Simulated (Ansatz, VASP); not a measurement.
## One calculation of Bi, two programs

INCAR

```
SYSTEM = Bi
PREC = Accurate ; ENCUT = 520
EDIFF = 1E-7 ; ISMEAR = -1
SIGMA = 0.03 ; LREAL = .FALSE.
LASPH = .TRUE. ; NELM = 60
ALGO = Normal ; ISIF = 2
LWAVE = .FALSE. ; LCHARG = .FALSE.
GGA = PE ; NBANDS = 22
```

KPOINTS

```
regular mesh
0
G
  11 11 11
  0 0 0
```

The input POSCAR:

```
Bi
1.0
    2.2422797007      1.2945807888      3.9005610168
   -2.2422797007      1.2945807888      3.9005610168
    0.0000000000     -2.5891615775      3.9005610168
Bi
2
Direct
    0.2338900000      0.2338900000      0.2338900000
    0.7661100000      0.7661100000      0.7661100000
```

Input for Ansatz:

```yaml
crystal:
  lattice:
    - [2.2422797007, 1.2945807888, 3.9005610168]
    - [-2.2422797007, 1.2945807888, 3.9005610168]
    - [0.0, -2.5891615775, 3.9005610168]
  atoms:
    - { symbol: Bi, position: [0.23389, 0.23389, 0.23389] }
    - { symbol: Bi, position: [0.76611, 0.76611, 0.76611] }
kpoints:
  mp_grid: { grid: [11, 11, 11] }
scf:
  occupations: { method: fermi_dirac, width: 0.03 }
hamiltonian:
  xc: pbe
  pseudopotentials: { kind: all_electron, lapw: { basis_error: 0.00025 } }
output:
  forces: true
  stress: true
  eigenvalues: true
```

Change from the starting cell: volume scaled by 0.96.

Alike in both runs: task single point; functional PBE; k mesh 11 × 11 × 11; occupations fermi-dirac, width 0.03 eV; no spin polarisation.

|  | VASP | Ansatz |
| --- | --- | --- |
| version | VASP 6.6.1 | Ansatz 0.2.0 |
| potentials or method | VASP PAW PBE potentials, release 64 (Bi_d), cutoff 520 eV | all-electron LAPW, scalar-relativistic |

Ansatz gave:

- pressure (GPa): 4.1
- traceless stress, the component that is largest in VASP (GPa): -0.16
- rms of the force components (eV/Å): 0.226

What did VASP give for the same quantities?

Pressure (GPa): 4.0; traceless stress, the component that is largest in VASP (GPa): -0.16; rms of the force components (eV/Å): 0.231.

Atom by atom the forces differ by 0.004 eV/Å (rms over components). Ansatz ran all-electron here, and VASP with PAW potentials.

Neither program's run includes spin-orbit coupling.
